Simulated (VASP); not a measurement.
Wanted: the native input for a VASP 6.6.1 run.

* Task: relaxation of cell and atoms
* Functional: revPBE
* Dispersion: D4
* Potentials or basis: VASP PAW PBE potentials, release 64 (Ag)
* Cutoff: 600 eV
* k mesh: 11 × 11 × 11
* Occupations: fermi-dirac, width 0.05 eV
* Spin: no spin polarisation
* Dipole correction: no
* Further INCAR settings: ALGO = Normal; EDIFF = 1e-07; IBRION = 2; EDIFFG = -0.01; NSW = 60; ISIF = 3

The structure of Ag lies in POSCAR:

```
Ag
1.0
   -1.6556540000      1.6556540000      1.6556540000
    1.6556540000     -1.6556540000      1.6556540000
    1.6556540000      1.6556540000     -1.6556540000
Ag
1
Direct
    0.0000000000      0.0000000000      0.0000000000
```

The input as run:

INCAR

```
PREC     = Accurate       # precision mode
ENCUT    = 600            # plane-wave cutoff, eV
EDIFF    = 1E-7           # SCF threshold, eV
ISMEAR   = -1             # smearing method
SIGMA    = 0.05           # smearing width, eV
LREAL    = F              # projectors in reciprocal space
LASPH    = T              # aspherical terms in the spheres
NELM     = 80             # most SCF steps
ALGO     = Normal         # electronic algorithm
ISIF     = 3              # what is computed and relaxed
LWAVE    = F              # write WAVECAR
LCHARG   = F              # write CHGCAR
GGA      = RE             # functional
IVDW     = 13             # dispersion correction
IBRION   = 2              # ionic algorithm
NSW      = 60             # ionic steps
EDIFFG   = -0.01          # ionic threshold
```

KPOINTS

```
regular mesh
0
Gamma
  11 11 11
```

Potentials or basis: VASP PAW PBE potentials, release 64 (Ag).

Launch:

```sh
$ cat potpaw_PBE.64/Ag/POTCAR > POTCAR
$ mpirun -np 1 vasp_std > vasp.out
```

It gave:

- Relaxed volume: 17.03 Å³/atom
- Relaxed cell: a = 2.807 Å, b = 2.807 Å, c = 2.807 Å, α = 109.47°, β = 109.47°, γ = 109.47°
- Space group after relaxing (to 0.05 Å): Im-3m (No. 229)
- Energy gained by relaxing: 21.6 meV/atom
- Ionic steps: 3
- Pressure after relaxing: 0.0 GPa
- Dispersion energy per atom: -0.963 eV

Caveat: the PAW data sets were made with another functional, which shifts forces and pressure a little; pairwise dispersion overbinds metals, which lowers pressure and volume.

It took 30 s on 1 thread of Intel Xeon 8259CL, on a shared host, peak memory 0.16 GiB.
